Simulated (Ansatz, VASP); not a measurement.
# HPt6 in VASP and in Ansatz

```
Pt H
1.0
     5.61458    0.00000    0.00000
    -2.80729    4.86237    0.00000
     0.00000    0.00000   22.61974
Pt H
12 2
Direct
  0.33333 0.16667 0.17684
  0.33333 0.66667 0.17684
  0.83333 0.16667 0.17684
  0.83333 0.66667 0.17684
  0.16667 0.33333 0.27896
  0.16667 0.83333 0.27896
  0.66667 0.33333 0.27896
  0.66667 0.83333 0.27896
  0.00000 0.00000 0.38107
  0.00000 0.50000 0.38107
  0.50000 0.00000 0.38107
  0.50000 0.50000 0.38107
  0.18928 0.37856 0.45755
  0.31072 0.62144 0.45755
```

Alike in both runs: task single point; functional PBE; k mesh 6 × 6 × 1; occupations gaussian, width 0.1 eV; no spin polarisation.

```csv
,VASP,Ansatz
version,VASP 6.6.1,Ansatz 0.2.0
potentials or method,"VASP PAW PBE potentials, release 64 (Pt, H), cutoff 520 eV","scalar-relativistic, plane waves, PAW"
valence electrons in the cell,122,218
```

```tsv
	VASP	Ansatz	Ansatz less VASP
gap on the k mesh at the Fermi level (eV)	none	none	-
rms of the force components (eV/Å)	0.468	0.468	+0.0005
```

Atom by atom the forces differ by 0.009 eV/Å (rms over components). A gap of «none» marks a metal or a gap that the smearing closes. VASP's potentials hold 122 valence electrons a cell and Ansatz's 218, so a difference there can come from the potentials and not from the codes.

Spin-orbit coupling is off throughout.
